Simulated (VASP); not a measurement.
# TiCo2 (Fd-3m) in VASP: notebook

The runs below take TiCo2 through single point, relaxation of cell and atoms, with PBEsol.

Everything below comes from runs of VASP 6.6.1. Logs are shortened: lines on timing, memory, paths and dates and some standing lists are left out, and cuts for length are marked.

### Step 1. The cell of the first run

The structure is cubic, space group Fd-3m (No. 227). Conventional cell: a = 6.704 Å, b = 6.704 Å, c = 6.704 Å, α = 90.00°, β = 90.00°, γ = 90.00°. Within 3.7 Å of Ti (site symmetry -43m) lie 12 Co at 2.78 Å and 4 Ti at 2.90 Å. Co (site symmetry -3m) has 6 Co at 2.37 Å and 6 Ti at 2.78 Å within 3.1 Å.

### Step 2. Single point, PBEsol, collinear spin, ferrimagnetic start

INCAR reads:

```
PREC     = Accurate       # precision mode
ENCUT    = 550            # plane-wave cutoff, eV
EDIFF    = 1E-6           # SCF threshold, eV
ISMEAR   = 0              # smearing method
SIGMA    = 0.1            # smearing width, eV
LREAL    = False          # projectors in reciprocal space
LASPH    = True           # aspherical terms in the spheres
NELM     = 300            # most SCF steps
ALGO     = All            # electronic algorithm
ISIF     = 2              # what is computed and relaxed
LWAVE    = False          # write WAVECAR
LCHARG   = False          # write CHGCAR
ISPIN    = 2              # spin polarisation
MAGMOM   = -0.31 -0.31 0.82 0.82 0.82 0.82 # initial moments
LORBIT   = 11             # projections on sites
LMAXMIX  = 4              # l up to which the mixer works
GGA      = PS             # functional
NBANDS   = 43             # bands
GGA_COMPAT= False        
ISEARCH  = 1            
KPAR     = 4
```

KPOINTS reads:

```
Automatic mesh
0
Gamma
  12 12 12
```

POSCAR reads:

```
TiCo2
1.0
    0.0000000000      3.3520000000      3.3520000000
    3.3520000000      0.0000000000      3.3520000000
    3.3520000000      3.3520000000      0.0000000000
Ti Co
2 4
Direct
    0.5000000000      0.5000000000      0.5000000000
    0.7500000000      0.7500000000      0.7500000000
    0.1250000000      0.1250000000      0.1250000000
    0.6250000000      0.1250000000      0.1250000000
    0.1250000000      0.1250000000      0.6250000000
    0.1250000000      0.6250000000      0.1250000000
```

Potentials or basis: VASP PAW PBE potentials, release 64 (Ti_sv, Co).

Command:

```sh
> cat potpaw_PBE.64/Ti_sv/POTCAR potpaw_PBE.64/Co/POTCAR > POTCAR
> mpirun -np 4 vasp_std > vasp.out
```

OUTCAR:

```text
PREC = Accurate
   ENCUT = 550
   EDIFF = 1E-6
   ISMEAR = 0
   LREAL = False
   LASPH = True
   NELM = 300
   ISIF = 2
   ISPIN = 2
   LORBIT = 11
   GGA = PS

 ion  position               nearest neighbor table
   1  0.500  0.500  0.500-   3 2.78   5 2.78   6 2.78   3 2.78   4 2.78   5 2.78   3 2.78   4 2.78
                             6 2.78   4 2.78   5 2.78   6 2.78   2 2.90   2 2.90   2 2.90   2 2.90
   2  0.750  0.750  0.750-   4 2.78   5 2.78   6 2.78   3 2.78   4 2.78   6 2.78   3 2.78   4 2.78
                             5 2.78   3 2.78   5 2.78   6 2.78   1 2.90   1 2.90   1 2.90   1 2.90
   3  0.125  0.125  0.125-   4 2.37   5 2.37   6 2.37   5 2.37   6 2.37   4 2.37   1 2.78   2 2.78
                             1 2.78   2 2.78   1 2.78   2 2.78
   4  0.625  0.125  0.125-   3 2.37   5 2.37   6 2.37   3 2.37   5 2.37   6 2.37   2 2.78   1 2.78
                             1 2.78   2 2.78   2 2.78   1 2.78
   5  0.125  0.125  0.625-   3 2.37   3 2.37   4 2.37   6 2.37   6 2.37   4 2.37   1 2.78   2 2.78
                             1 2.78   2 2.78   1 2.78   2 2.78
   6  0.125  0.625  0.125-   3 2.37   5 2.37   3 2.37   4 2.37   5 2.37   4 2.37   2 2.78   1 2.78
                             2 2.78   2 2.78   1 2.78   1 2.78

  LATTYP: Found a face centered cubic cell.
 ALAT       =     6.7040000000

  Lattice vectors:

 A1 = (   0.0000000000,   3.3520000000,   3.3520000000)
 A2 = (   3.3520000000,   0.0000000000,   3.3520000000)
 A3 = (   3.3520000000,   3.3520000000,   0.0000000000)

Analysis of symmetry for initial positions (statically):
=====================================================================
 Subroutine PRICEL returns:
 Original cell was already a primitive cell.

 Routine SETGRP: Setting up the symmetry group for a
 face centered cubic supercell.

 Subroutine GETGRP returns: Found 48 space group operations
 (whereof 24 operations were pure point group operations)
 out of a pool of 48 trial point group operations.

The static configuration has the point symmetry T_d .
 The point group associated with its full space group is O_h .

Analysis of symmetry for dynamics (positions and initial velocities):
=====================================================================
 Subroutine PRICEL returns:
 Original cell was already a primitive cell.

 Routine SETGRP: Setting up the symmetry group for a
 face centered cubic supercell.

 Subroutine GETGRP returns: Found 48 space group operations
 (whereof 24 operations were pure point group operations)
 out of a pool of 48 trial point group operations.

The dynamic configuration has the point symmetry T_d .
 The point group associated with its full space group is O_h .

Analysis of structural, dynamic, and magnetic symmetry:
=====================================================================
 Subroutine PRICEL returns:
 Original cell was already a primitive cell.
[... 160 lines left out ...]
  ---------------------------------------------------
  free energy    TOTEN  =       -49.51344835 eV

  energy without entropy =      -49.47100559  energy(sigma->0) =      -49.49222697

 E-fermi :   9.6786     XC(G=0): -12.9399

 val. band max:        9.6774183534   @ k =   0.5000   0.3333   0.0000
 cond. band min:       9.6796755912   @ k =   0.4167   0.4167   0.0000
 fundamental gap:      0.0022572378
 Fermi energy:         9.6786107311

 spin component 1

 k-point     1 :       0.0000    0.0000    0.0000
  band No.  band energies     occupation
      1     -47.1366      1.00000
      2     -47.0539      1.00000
      3     -23.5223      1.00000
      4     -23.5223      1.00000
      5     -23.5223      1.00000
      6     -23.3378      1.00000
[... 1069 lines left out ...]
     41      12.9339      0.00000
     42      13.4296      0.00000

 [... further k-points ...]

 spin component 2

 k-point     1 :       0.0000    0.0000    0.0000
  band No.  band energies     occupation
      1     -47.3812      1.00000
      2     -47.2980      1.00000
      3     -23.7706      1.00000
      4     -23.7706      1.00000
      5     -23.7706      1.00000
      6     -23.5849      1.00000
[... 1069 lines left out ...]
     41      12.8796      0.00000
     42      13.4661      0.00000

 [... further k-points ...]

 [bands above 42 left out]

------------------------ aborting loop because EDIFF is reached ----------------------------------------

  FORCE on cell =-STRESS in cart. coord.  units (eV):
  Direction    XX          YY          ZZ          XY          YZ          ZX
  --------------------------------------------------------------------------------------
  -------------------------------------------------------------------------------------
  Total       -5.7795819     -5.7795819     -5.7795819      0.0000000      0.0000000     -0.0000000
  in kB     -122.9320101   -122.9320101   -122.9320101      0.0000000      0.0000000     -0.0000000
  external PRESSURE =    -122.9320101 kB  Pullay stress =       0.0000000 kB

 VOLUME and BASIS-vectors are now :
 -----------------------------------------------------------------------------
  energy-cutoff  :      550.00
  volume of cell :       75.33
      direct lattice vectors                 reciprocal lattice vectors
     0.000000000  3.352000000  3.352000000    -0.149164678  0.149164678  0.149164678
     3.352000000  0.000000000  3.352000000     0.149164678 -0.149164678  0.149164678
     3.352000000  3.352000000  0.000000000     0.149164678  0.149164678 -0.149164678

 POSITION                                       TOTAL-FORCE (eV/Angst)
 -----------------------------------------------------------------------------------
      3.35200      3.35200      3.35200         0.000000      0.000000      0.000000
      5.02800      5.02800      5.02800        -0.000000     -0.000000     -0.000000
      0.83800      0.83800      0.83800         0.000000     -0.000000     -0.000000
      0.83800      2.51400      2.51400         0.000000     -0.000000     -0.000000
      2.51400      2.51400      0.83800        -0.000000     -0.000000     -0.000000
      2.51400      0.83800      2.51400        -0.000000     -0.000000     -0.000000
 -----------------------------------------------------------------------------------
    total drift:                                0.000000      0.000000      0.000000

  FREE ENERGIE OF THE ION-ELECTRON SYSTEM (eV)
  ---------------------------------------------------
  free  energy   TOTEN  =       -49.5134483461 eV

  energy  without entropy=      -49.4710050144  energy(sigma->0) =      -49.49222668

 total charge

# of ion       s       p       d       tot
------------------------------------------
    1        2.220   6.144   1.811  10.176
    2        2.220   6.144   1.811  10.176
    3        0.533   0.555   7.292   8.380
    4        0.533   0.555   7.292   8.380
    5        0.533   0.555   7.292   8.380
    6        0.533   0.555   7.292   8.380
--------------------------------------------------
tot          6.573  14.508  32.789  53.871

 magnetization (x)

# of ion       s       p       d       tot
------------------------------------------
    1       -0.003  -0.018  -0.254  -0.274
    2       -0.003  -0.018  -0.254  -0.274
    3        0.000  -0.007   0.699   0.692
    4        0.000  -0.007   0.699   0.692
    5        0.000  -0.007   0.699   0.692
    6        0.000  -0.007   0.699   0.692
--------------------------------------------------
tot         -0.004  -0.064   2.287   2.219
```

stdout:

```text
POSCAR found type information on POSCAR TiCo
 POSCAR found :  2 types and       6 ions
 scaLAPACK will be used
 -----------------------------------------------------------------------------
|                                                                             |
[... 72 lines left out ...]
 gam= 0.326 trial= 0.393  step=  0.4301 mean=  0.3933
 gam= 1.047 g(H,U,f)=  0.294E-05 0.367E-05 0.719E-06 ort(H,U,f) = 0.199E-05-0.452E-06-0.648E-06
 gam= 1.047 trial= 0.397  step=  0.1709 mean=  0.3970
 gam= 0.502 g(H,U,f)=  0.273E-05 0.859E-06 0.885E-07 ort(H,U,f) = 0.156E-05-0.938E-06-0.611E-07
 gam= 0.502 trial= 0.374  step=  0.3495 mean=  0.3744
 final diagonalization occupied
```

Run time: 8.1 min. Hardware: 4 MPI ranks of AMD EPYC 7R43 (Zen 3), shared host; peak memory 0.88 GiB.

What came out:

* Free energy: -49.5134 eV
* Pressure: -12.3 GPa
* Band gap on the k mesh: zero (filled and empty bands overlap)
* Net moment: 2.03 μB per cell
* Site moments: Ti -0.27; Co +0.69 μB
* Valence electrons inside the program's atomic spheres: Ti 10.18; Co 8.38

Caveat: the cell stands under tension; the PAW data sets were made with another functional, which shifts forces and pressure a little.

### Step 3. Relaxation of cell and atoms, PBEsol, collinear spin, ferrimagnetic start

INCAR reads:

```
SYSTEM = TiCo2
ALGO = Normal
EDIFF = 1E-7
EDIFFG = -0.01
ENCUT = 690
GGA = PS
GGA_COMPAT = .False.
IBRION = 2
ISIF = 3
ISMEAR = 0
ISPIN = 2
LASPH = .True.
LCHARG = .False.
LMAXMIX = 4
LORBIT = 11
LREAL = .False.
LWAVE = .False.
MAGMOM = -0.31 -0.31 0.82 0.82 0.82 0.82
NELM = 200
NELMIN = 4
NSW = 80
PREC = Accurate
SIGMA = 0.1
```

KPOINTS reads:

```
k-points
0
Gamma
  2 2 2
  0 0 0
```

POSCAR is that of step 2.

Potentials or basis: VASP PAW PBE potentials, release 64 (Ti_sv, Co_sv).

Command:

```sh
> cat potpaw_PBE.64/Ti_sv/POTCAR potpaw_PBE.64/Co_sv/POTCAR > POTCAR
> mpirun -np 1 vasp_std > vasp.out
```

OUTCAR:

```text
SYSTEM = TiCo2
   EDIFF = 1E-7
   EDIFFG = -0.01
   ENCUT = 690
   GGA = PS
   IBRION = 2
   ISIF = 3
   ISMEAR = 0
   ISPIN = 2
   LASPH = .True.
   LORBIT = 11
   LREAL = .False.
   NELM = 200
   NELMIN = 4
   NSW = 80
   PREC = Accurate

 ion  position               nearest neighbor table
   1  0.500  0.500  0.500-   2 2.90   2 2.90   2 2.90   2 2.90
   2  0.750  0.750  0.750-   1 2.90   1 2.90   1 2.90   1 2.90
   3  0.125  0.125  0.125-   4 2.37   5 2.37   6 2.37   5 2.37   6 2.37   4 2.37
   4  0.625  0.125  0.125-   3 2.37   5 2.37   6 2.37   3 2.37   5 2.37   6 2.37
   5  0.125  0.125  0.625-   3 2.37   3 2.37   4 2.37   6 2.37   6 2.37   4 2.37
   6  0.125  0.625  0.125-   3 2.37   5 2.37   3 2.37   4 2.37   5 2.37   4 2.37

  LATTYP: Found a face centered cubic cell.
 ALAT       =     6.7040000000

  Lattice vectors:

[... 326 lines left out ...]
 k-point     1 :       0.0000    0.0000    0.0000
  band No.  band energies     occupation
      1     -82.8103      1.00000
      2     -82.7175      1.00000
      3     -82.7175      1.00000
      4     -82.7175      1.00000
      5     -46.6363      1.00000
      6     -46.3202      1.00000
[... 166 lines left out ...]
     55      14.1670      0.00000
     56      14.1670      0.00000
 Fermi energy:        11.7441537108

 spin component 2

 k-point     1 :       0.0000    0.0000    0.0000
  band No.  band energies     occupation
      1     -82.8103      1.00000
      2     -82.7175      1.00000
      3     -82.7175      1.00000
      4     -82.7175      1.00000
      5     -46.6363      1.00000
      6     -46.3202      1.00000
[... 199 lines left out ...]
  FREE ENERGIE OF THE ION-ELECTRON SYSTEM (eV)
  ---------------------------------------------------
  free  energy   TOTEN  =       -50.0237877905 eV

  energy  without entropy=      -49.9565824015  energy(sigma->0) =      -49.99018510

 reached required accuracy - stopping structural energy minimisation

 total charge

# of ion       s       p       d       tot
------------------------------------------
    1        2.229   6.171   1.860  10.260
    2        2.229   6.171   1.860  10.260
    3        2.286   6.131   6.785  15.201
    4        2.286   6.131   6.785  15.201
    5        2.286   6.131   6.785  15.201
    6        2.286   6.131   6.785  15.201
--------------------------------------------------
tot         13.600  36.866  30.860  81.326

 magnetization (x)

# of ion       s       p       d       tot
------------------------------------------
    1       -0.000  -0.000  -0.000  -0.000
    2       -0.000  -0.000  -0.000  -0.000
    3        0.000  -0.000  -0.000  -0.000
    4        0.000  -0.000  -0.000  -0.000
    5        0.000  -0.000  -0.000  -0.000
    6        0.000  -0.000  -0.000  -0.000
--------------------------------------------------
tot         -0.000  -0.000  -0.000  -0.000
```

OSZICAR:

```text
N       E                     dE             d eps       ncg     rms          rms(c)
DAV:   1     0.241863726258E+04    0.24186E+04   -0.53664E+04   768   0.482E+03
DAV:   2     0.444891787229E+03   -0.19737E+04   -0.19264E+04   840   0.141E+03
DAV:   3    -0.226040148977E+01   -0.44715E+03   -0.43128E+03  1024   0.733E+02
[... 74 lines left out ...]
DAV:   5    -0.500237751990E+02   -0.14597E-04   -0.65119E-04  1184   0.178E-01    0.431E-02
DAV:   6    -0.500237827679E+02   -0.75690E-05   -0.43228E-05  1136   0.641E-02    0.222E-02
DAV:   7    -0.500237878544E+02   -0.50864E-05   -0.18650E-05  1072   0.227E-02    0.823E-03
DAV:   8    -0.500237877861E+02    0.68238E-07   -0.19854E-06   968   0.135E-02    0.219E-03
DAV:   9    -0.500237877905E+02   -0.43183E-08   -0.16410E-07   616   0.426E-03
   4 F= -.50023788E+02 E0= -.49990185E+02  d E =-.225062E+00  mag=    -0.0001
```

CONTCAR:

```text
TiCo2
   1.00000000000000
    -0.0000000000000000    3.2762264503872727    3.2762264503872727
     3.2762264503872727    0.0000000000000000    3.2762264503872727
     3.2762264503872727    3.2762264503872727    0.0000000000000000
  Ti              Co
     2     4
Direct
     0.5000000000000000    0.5000000000000000    0.5000000000000000
     0.7500000000000000    0.7500000000000000    0.7500000000000000
     0.1250000000000000    0.1250000000000000    0.1250000000000000
     0.6250000000000000    0.1250000000000000    0.1250000000000000
     0.1250000000000000    0.1250000000000000    0.6250000000000000
     0.1250000000000000    0.6250000000000000    0.1250000000000000

  0.00000000E+00  0.00000000E+00  0.00000000E+00
  0.00000000E+00  0.00000000E+00  0.00000000E+00
  0.00000000E+00  0.00000000E+00  0.00000000E+00
  0.00000000E+00  0.00000000E+00  0.00000000E+00
  0.00000000E+00  0.00000000E+00  0.00000000E+00
  0.00000000E+00  0.00000000E+00  0.00000000E+00
```

Wall time 6 min (1 thread of Intel Xeon Platinum 8488C (Sapphire Rapids), shared host); peak memory 0.33 GiB.

What came out:

```
Free energy                                           : -50.0238 eV
Relaxed volume                                        : 11.72 Å³/atom
Relaxed cell                                          : a = 4.633 Å, b = 4.633 Å, c = 4.633 Å, α = 60.00°, β = 60.00°, γ = 60.00°
Space group after relaxing (to 0.1 Å)                 : Fd-3m (No. 227)
Energy gained by relaxing                             : 37.5 meV/atom
Ionic steps                                           : 4
Pressure after relaxing                               : 0.0 GPa
Band gap on the k mesh                                : zero (filled and empty bands overlap)
Net moment                                            : 0.00 μB per cell
Valence electrons inside the program's atomic spheres : Ti 10.26; Co 15.20
```

Step by step:
```csv
step,energy change (eV),largest force (eV/Å),pressure (GPa),volume (Å³)
1,0.0000,0.0000,-13.78,75.33
2,0.2284,0.0000,25.74,64.16
3,-0.2250,0.0000,-0.31,70.43
4,-0.2251,0.0000,0.00,70.33
```

Final structure:
```xyz
6
Lattice="0.0000 3.2762 3.2762 3.2762 0.0000 3.2762 3.2762 3.2762 0.0000" Properties=species:S:1:pos:R:3 pbc="T T T"
Ti    3.2762    3.2762    3.2762
Ti    4.9143    4.9143    4.9143
Co    0.8191    0.8191    0.8191
Co    0.8191    2.4572    2.4572
Co    2.4572    2.4572    0.8191
Co    2.4572    0.8191    2.4572
```

Levels at points of the mesh, in eV from the Fermi level:
Spin up:
```
           k point  band 43  band 44  band 45  band 46  band 47  band 48  band 49  band 50
(0.00, 0.00, 0.00)    -0.47    -0.47    -0.37    -0.37    -0.37     1.08     1.08     1.08
(0.50, 0.00, 0.00)    -0.43    -0.16    -0.16     0.10     0.10     0.47     0.47     0.88
(0.50, 0.50, 0.00)    -0.36    -0.36    -0.33    -0.33     0.02     0.02     0.94     0.94
```
Spin down:
| k point | band 44 | band 45 | band 46 | band 47 | band 48 | band 49 |
| --- | --- | --- | --- | --- | --- | --- |
| (0.00, 0.00, 0.00) | -0.47 | -0.37 | -0.37 | -0.37 | 1.08 | 1.08 |
| (0.50, 0.00, 0.00) | -0.16 | -0.16 | 0.10 | 0.10 | 0.47 | 0.47 |
| (0.50, 0.50, 0.00) | -0.36 | -0.33 | -0.33 | 0.02 | 0.02 | 0.94 |

Caveat: the k points lie up to 0.83 Å⁻¹ apart in the final cell, too coarse for converged energies, forces and pressures; the moments typed at the start vanished in this run; the PAW data sets were made with another functional, which shifts forces and pressure a little.

The gap in the log of VASP goes by the Fermi energy; the results here count the filled bands.